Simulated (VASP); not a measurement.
# O (P4/mmm) in VASP: notebook

Runs on O. Level: r2SCAN. Tasks: single point.

Program: VASP 6.6.1. These are calculated values, not measurements. Logs are shortened: lines on timing, memory, paths and dates and some standing lists are left out, and cuts for length are marked.

## (1) The cell of the first run

Symmetry: P4/mmm, No. 123, tetragonal system. The conventional cell has a = 1.772 Å, b = 1.772 Å, c = 3.144 Å, α = 90.00°, β = 90.00°, γ = 90.00°. Within 2.4 Å of O (site symmetry 4/mmm) lie 4 O at 1.77 Å.

## (2) Single point, r2SCAN

POSCAR reads:

```
O
1.0
    1.7718202007      0.0000000000      0.0000000000
    0.0000000000      1.7718202007      0.0000000000
    0.0000000000      0.0000000000      3.1443785697
O
1
Direct
    0.0000000000      0.0000000000      0.0000000000
```

INCAR.step1 reads:

```
PREC = Accurate ; ENCUT = 520
ISMEAR = 0 ; SIGMA = 0.15
LREAL = F ; LASPH = T
NELM = 100 ; NBANDS = 9
GGA = PE ; ALGO = Normal
EDIFF = 1E-4 ; LWAVE = T
LCHARG = F
```

INCAR.step2 reads:

```
PREC = Accurate ; ENCUT = 520
EDIFF = 1E-7 ; ISMEAR = 0
SIGMA = 0.15 ; LREAL = F
LASPH = T ; NELM = 100
ALGO = Normal ; ISIF = 2
LWAVE = F ; LCHARG = F
METAGGA = R2SCAN ; LMIXTAU = T
NBANDS = 9 ; ISTART = 1
```

KPOINTS reads:

```
regular mesh
0
Gamma
  18 18 10
```

Potentials or basis: VASP PAW PBE potentials, release 64 (O).

Command:

```bash
$ cat potpaw_PBE.64/O/POTCAR > POTCAR
$ cp INCAR.step1 INCAR
$ mpirun -np 1 vasp_std > vasp.out
$ cp INCAR.step2 INCAR
$ mpirun -np 1 vasp_std > vasp.out
```

OUTCAR:

```text
PREC = Accurate
   ENCUT = 520
   EDIFF = 1E-7
   ISMEAR = 0
   LREAL = F
   LASPH = T
   NELM = 100
   ISIF = 2
   METAGGA = R2SCAN
   ISTART = 1

 ion  position               nearest neighbor table
   1  0.000  0.000  0.000-

  LATTYP: Found a simple tetragonal cell.
 ALAT       =     1.7718202007
 C/A-ratio  =     1.7746600747

  Lattice vectors:

 A1 = (   1.7718202007,   0.0000000000,   0.0000000000)
 A2 = (   0.0000000000,   1.7718202007,   0.0000000000)
 A3 = (   0.0000000000,   0.0000000000,   3.1443785697)

Analysis of symmetry for initial positions (statically):
=====================================================================
 Subroutine PRICEL returns:
 Original cell was already a primitive cell.

 Routine SETGRP: Setting up the symmetry group for a
 simple tetragonal supercell.

 Subroutine GETGRP returns: Found 16 space group operations
 (whereof 16 operations were pure point group operations)
 out of a pool of 16 trial point group operations.

The static configuration has the point symmetry D_4h.

Analysis of symmetry for dynamics (positions and initial velocities):
=====================================================================
 Subroutine PRICEL returns:
 Original cell was already a primitive cell.

 Routine SETGRP: Setting up the symmetry group for a
 simple tetragonal supercell.

 Subroutine GETGRP returns: Found 16 space group operations
 (whereof 16 operations were pure point group operations)
 out of a pool of 16 trial point group operations.

The dynamic configuration has the point symmetry D_4h.

 Subroutine INISYM returns: Found 16 space group operations
 (whereof 16 operations are pure point group operations),
 and found     1 'primitive' translations

----------------------------------------------------------------------------------------

                                     Primitive cell

  volume of cell :       9.8713

  direct lattice vectors                    reciprocal lattice vectors
     1.771820201  0.000000000  0.000000000     0.564391353  0.000000000  0.000000000
     0.000000000  1.771820201  0.000000000     0.000000000  0.564391353  0.000000000
     0.000000000  0.000000000  3.144378570     0.000000000  0.000000000  0.318027864

  length of vectors
     1.771820201  1.771820201  3.144378570     0.564391353  0.564391353  0.318027864

  position of ions in fractional coordinates (direct lattice)
     0.000000000  0.000000000  0.000000000

  ion indices of the primitive-cell ions
   primitive index   ion index
                 1           1

----------------------------------------------------------------------------------------

 KPOINTS: regular mesh

Automatic generation of k-mesh.
 Grid dimensions read from file:
 generate k-points for:   18   18   10

 Generating k-lattice:

  Cartesian coordinates                     Fractional coordinates (reciprocal lattice)
     0.031355075  0.000000000  0.000000000     0.055555556  0.000000000  0.000000000
     0.000000000  0.031355075  0.000000000     0.000000000  0.055555556  0.000000000
     0.000000000  0.000000000  0.031802786     0.000000000  0.000000000  0.100000000

  Length of vectors
     0.031355075  0.031355075  0.031802786

  Shift w.r.t. Gamma in fractional coordinates (k-lattice)
     0.000000000  0.000000000  0.000000000

 Subroutine IBZKPT returns following result:
 ===========================================

 Found    330 irreducible k-points:

 Following reciprocal coordinates:
            Coordinates               Weight
  0.000000  0.000000  0.000000      1.000000
  0.055556  0.000000  0.000000      4.000000
  0.111111  0.000000  0.000000      4.000000
  0.166667  0.000000  0.000000      4.000000
  0.222222  0.000000  0.000000      4.000000
  0.277778  0.000000  0.000000      4.000000
[... 16 lines left out ...]
  0.277778  0.111111  0.000000      8.000000
  0.333333  0.111111  0.000000      8.000000
 [... further k-points ...]
   k-points           NKPTS =    330   k-points in BZ     NKDIM =    330   number of bands    NBANDS=      9
   number of dos      NEDOS =    301   number of ions     NIONS =      1
   total plane-waves  NPLWV =   4704
   dimension x,y,z NGX =    14 NGY =   14 NGZ =   24
   dimension x,y,z NGXF=    28 NGYF=   28 NGZF=   48
   ions per type =               1
   NGX,Y,Z   is equivalent  to a cutoff of  13.14, 13.14, 12.69 a.u.
   NGXF,Y,Z  is equivalent  to a cutoff of  26.27, 26.27, 25.38 a.u.
 SYSTEM =  unknown system
   PREC   = accura    normal or accurate (medium, high low for compatibility)
   ISTART =      1    job   : 0-new  1-cont  2-samecut
   ICHARG =      0    charge: 1-file 2-atom 10-const
   ISPIN  =      1    spin polarized calculation?
   LNONCOLLINEAR =      F non collinear calculations
   LSORBIT =      F    spin-orbit coupling
   LASPH  =      T    aspherical Exc in radial PAW
   ENCUT  =  520.0 eV  38.22 Ry    6.18 a.u.   3.29  3.29  5.85*2*pi/ulx,y,z
   NELM   =    100;   NELMIN=  2; NELMDL=  0     # of ELM steps
   EDIFF  = 0.1E-06   stopping-criterion for ELM
   LREAL  =      F    real-space projection
   EDIFFG = 0.1E-05   stopping-criterion for IOM
   NSW    =      0    number of steps for IOM
   IBRION =     -1    ionic relax: 0-MD 1-quasi-New 2-CG
   NFREE  =      0    steps in history (QN), initial steepest desc. (CG)
   ISIF   =      2    stress and relaxation
   ISYM   =      2    0-nonsym 1-usesym 2-fastsym
   POTIM  = 0.5000    time-step for ionic-motion
   TEBEG  =    0.0;   TEEND  =   0.0 temperature during run
   PSTRESS=    0.0 pullay stress
   NELECT =       6.0000    total number of electrons
   NUPDOWN=      -1.0000    fix difference up-down
   EMIN   =  10.00;   EMAX   =-10.00  energy-range for DOS
   EFERMI =   0.00;   METHOD = LEGACY
   ISMEAR =     0;   SIGMA  =   0.15  broadening in eV -4-tet -1-fermi 0-gaus
   EFERMI_NEDOS =   21; number of points for ismear=-14 and -15
   IALGO  =     38    algorithm
   IMIX   =      4    mixing-type and parameters
     AMIX     =   0.40;   BMIX     =  1.00
     AMIX_MAG =   1.60;   BMIX_MAG =  1.00
  volume/ion in A,a.u.               =       9.87        66.61
  Fermi-wavevector in a.u.,A,eV,Ry     =   1.386758  2.620592 26.165316  1.923097
  Thomas-Fermi vector in A             =   2.511043
   LORBIT       =      0    0 simple, 1 ext, 2 COOP (PROOUT), +10 PAW based schemes
   METAGGA = R2SCAN    functional components
   LHFCALC =     F    Hartree Fock is set to
   AEXX    =    0.0000 exact exchange contribution
   IVDW    =     0    specifies the selected vdW correction
   LEPSILON=     F    determine dielectric tensor
   LRPA    =     F    only Hartree local field effects (RPA)
 non-spin polarized calculation
 Gauss-broadening in eV      SIGMA  =   0.15
  energy-cutoff  :      520.00
  volume of cell :        9.87
 maximum number of plane-waves:       277
 NGX is ok and might be reduce to    14

 number of electron       6.0000000 magnetization

 Free energy of the ion-electron system (eV)
  ---------------------------------------------------
  ext. energy  EPLUGINS =         0.00000000
  ---------------------------------------------------
  free energy    TOTEN  =        -4.19253367 eV

  energy without entropy =       -4.18725344  energy(sigma->0) =       -4.18989355

 E-fermi :   0.0664     XC(G=0): -10.8616

 val. band max:        0.0603128435   @ k =   0.3889   0.3889   0.5000
 cond. band min:       0.0723713131   @ k =   0.2222   0.2222   0.2000
 fundamental gap:      0.0120584696
 Fermi energy:         0.0663885194

 k-point     1 :       0.0000    0.0000    0.0000
  band No.  band energies     occupation
      1     -24.1545      2.00000
      2      -5.0230      2.00000
      3       4.1823      0.00000
      4       4.1823      0.00000
      5       8.7216      0.00000
      6      28.3327      0.00000
      7      31.5652      0.00000
      8      35.6494      0.00000
      9      51.3117      0.00000

 k-point     2 :       0.0556    0.0000    0.0000
  band No.  band energies     occupation
      1     -24.0461      2.00000
      2      -4.9354      2.00000
      3       3.7330      0.00000
      4       4.2259      0.00000
      5       8.8670      0.00000
      6      28.2563      0.00000
      7      31.7098      0.00000
      8      35.9271      0.00000
      9      50.4327      0.00000

 k-point     3 :       0.1111    0.0000    0.0000
  band No.  band energies     occupation
      1     -23.7226      2.00000
      2      -4.6777      2.00000
      3       2.4911      0.00000
      4       4.3531      0.00000
      5       9.2982      0.00000
      6      28.0052      0.00000
      7      32.0575      0.00000
      8      36.5777      0.00000
      9      47.5100      0.00000

 k-point     4 :       0.1667    0.0000    0.0000
  band No.  band energies     occupation
      1     -23.1909      2.00000
      2      -4.2661      2.00000
      3       0.6953      0.00000
      4       4.5514      0.00000
      5      10.0093      0.00000
      6      27.5129      0.00000
      7      32.3972      0.00000
      8      36.9360      0.00000
      9      45.0345      0.00000
[... 205 lines left out ...]
 k-point    22 :       0.2222    0.1111    0.0000
  band No.  band energies     occupation
      1     -22.0425      2.00000
      2      -3.4062      2.00000
      3      -1.1530      2.00000
      4       3.2652      0.00000
      5      11.5591      0.00000
      6      26.8263      0.00000
      7      32.1412      0.00000
      8      37.0780      0.00000
      9      42.3037      0.00000

 k-point    23 :       0.2778    0.1111    0.0000
  band No.  band energies     occupation
      1     -21.1536      2.00000
      2      -3.3189      2.00000
      3      -2.8031      2.00000
      4       3.5991      0.00000
      5      12.8149      0.00000
      6      25.9170      0.00000
      7      30.7156      0.00000
      8      36.2919      0.00000
      9      40.7591      0.00000

 k-point    24 :       0.3333    0.1111    0.0000
  band No.  band energies     occupation
      1     -20.1468      2.00000
      2      -5.4169      2.00000
      3      -2.1879      2.00000
      4       3.9270      0.00000
      5      14.3410      0.00000
      6      24.8297      0.00000
      7      28.3420      0.00000
      8      36.0391      0.00000
      9      39.8717      0.00000

 [... further k-points ...]

------------------------ aborting loop because EDIFF is reached ----------------------------------------

  FORCE on cell =-STRESS in cart. coord.  units (eV):
  Direction    XX          YY          ZZ          XY          YZ          ZX
  --------------------------------------------------------------------------------------
  -------------------------------------------------------------------------------------
  Total       -0.0194971     -0.0194971     -0.0224713      0.0000000     -0.0000000     -0.0000000
  in kB       -3.1645123     -3.1645123     -3.6472399      0.0000000     -0.0000000     -0.0000000
  external PRESSURE =      -3.3254215 kB  Pullay stress =       0.0000000 kB

 VOLUME and BASIS-vectors are now :
 -----------------------------------------------------------------------------
  energy-cutoff  :      520.00
  volume of cell :        9.87
      direct lattice vectors                 reciprocal lattice vectors
     1.771820201  0.000000000  0.000000000     0.564391353  0.000000000  0.000000000
     0.000000000  1.771820201  0.000000000     0.000000000  0.564391353  0.000000000
     0.000000000  0.000000000  3.144378570     0.000000000  0.000000000  0.318027864

 POSITION                                       TOTAL-FORCE (eV/Angst)
 -----------------------------------------------------------------------------------
      0.00000      0.00000      0.00000         0.000000      0.000000      0.000000
 -----------------------------------------------------------------------------------
    total drift:                               -0.000000     -0.000000      0.000000

  FREE ENERGIE OF THE ION-ELECTRON SYSTEM (eV)
  ---------------------------------------------------
  free  energy   TOTEN  =        -4.1925336708 eV

  energy  without entropy=       -4.1872534363  energy(sigma->0) =       -4.18989355
```

Wall time 29 s (1 thread of Intel Xeon 6975P-C (Granite Rapids), shared host); peak memory 0.13 GiB.

Results:

| Quantity | Value |
| --- | --- |
| Free energy | -4.1925 eV |
| Pressure | -0.3 GPa |
| Band gap on the k mesh | zero (bands 3 and 4 overlap by 5.64 eV) |

Levels at points of the mesh, in eV from the Fermi level:
| k point | band 1 | band 2 | band 3 | band 4 | band 5 | band 6 | band 7 | band 8 |
| --- | --- | --- | --- | --- | --- | --- | --- | --- |
| (0.00, 0.00, 0.00) | -24.22 | -5.09 | 4.12 | 4.12 | 8.66 | 28.27 | 31.50 | 35.58 |
| (0.50, 0.00, 0.00) | -18.38 | -9.57 | -1.46 | 5.69 | 19.75 | 20.15 | 22.13 | 39.48 |
| (0.50, 0.50, 0.00) | -12.95 | -5.84 | -5.84 | 1.20 | 18.14 | 31.41 | 31.41 | 31.55 |
| (0.00, 0.00, 0.50) | -24.06 | -6.60 | 4.13 | 4.13 | 13.23 | 24.02 | 33.43 | 36.04 |
| (0.50, 0.00, 0.50) | -18.28 | -9.45 | -2.13 | 5.70 | 14.97 | 23.44 | 30.82 | 35.35 |
| (0.50, 0.50, 0.50) | -12.88 | -5.79 | -5.79 | 0.88 | 19.21 | 25.94 | 25.94 | 28.38 |

Caveat: the PAW data sets were made with another functional, which shifts forces and pressure a little.

## (3) Single point, r2SCAN

This run uses another cell than the first one: it holds 2 atoms, not 1.

POSCAR reads:

```
O
1.0
   -1.7718202007      1.7718202007      0.0000000000
    1.7718202007      1.7718202007      0.0000000000
    0.0000000000     -1.7718202007     -3.1443785697
O
2
Direct
    0.0000000000      0.0000000000      0.0000000000
    0.5000000000      0.5000000000      0.0000000000
```

INCAR.step1 reads:

```
SYSTEM = O
PREC = Accurate
ENCUT = 520
ISMEAR = 0
SIGMA = 0.15
LREAL = .False.
LASPH = .True.
NELM = 80
NBANDS = 13
GGA = PE
ALGO = Normal
EDIFF = 1E-4
LWAVE = .True.
LCHARG = .False.
```

INCAR.step2 reads:

```
SYSTEM = O
PREC = Accurate
ENCUT = 520
EDIFF = 1E-6
ISMEAR = 0
SIGMA = 0.15
LREAL = .False.
LASPH = .True.
NELM = 80
ALGO = Normal
ISIF = 2
LWAVE = .False.
LCHARG = .False.
METAGGA = R2SCAN
LMIXTAU = .True.
NBANDS = 13
ISTART = 1
```

KPOINTS reads:

```
Automatic mesh
0
Gamma
  14 14 14
  0 0 0
```

Potentials or basis: VASP PAW PBE potentials, release 64 (O).

Command:

```bash
$ cat potpaw_PBE.64/O/POTCAR > POTCAR
$ cp INCAR.step1 INCAR
$ mpirun -np 1 vasp_std > vasp.out
$ cp INCAR.step2 INCAR
$ mpirun -np 1 vasp_std > vasp.out
```

Run time: 77 s. Hardware: 1 thread of Intel Xeon 6975P-C (Granite Rapids), shared host; peak memory 0.16 GiB.

The run converged. Its results:

- Free energy: -8.3601 eV
- Pressure: -0.2 GPa
- Band gap on the k mesh: zero (bands 6 and 7 overlap by 1.97 eV)

Stress tensor (GPa, compression positive):
```
-0.13  0.00  0.00
 0.00 -0.13  0.00
 0.00  0.00 -0.28
```

Levels at points of the mesh, in eV from the Fermi level:
```tsv
k point	band 2	band 3	band 4	band 5	band 6	band 7	band 8	band 9	band 10	band 11
(0.00, 0.00, 0.00)	-12.90	-5.81	-5.81	-5.11	0.86	4.09	4.09	8.64	19.18	25.93
(0.50, 0.00, 0.00)	-20.01	-2.56	-2.56	-1.77	-1.77	-0.76	-0.76	15.18	15.18	26.78
(0.50, 0.50, 0.00)	-18.30	-9.60	-9.47	-2.15	-1.48	5.67	5.68	14.96	19.74	20.13
(0.00, 0.00, 0.50)	-12.97	-6.62	-5.87	-5.87	1.18	4.11	4.11	13.21	18.11	24.01
```

Caveat: the PAW data sets were made with another functional, which shifts forces and pressure a little.

The gap in the log of VASP goes by the Fermi energy; the results here count the filled bands.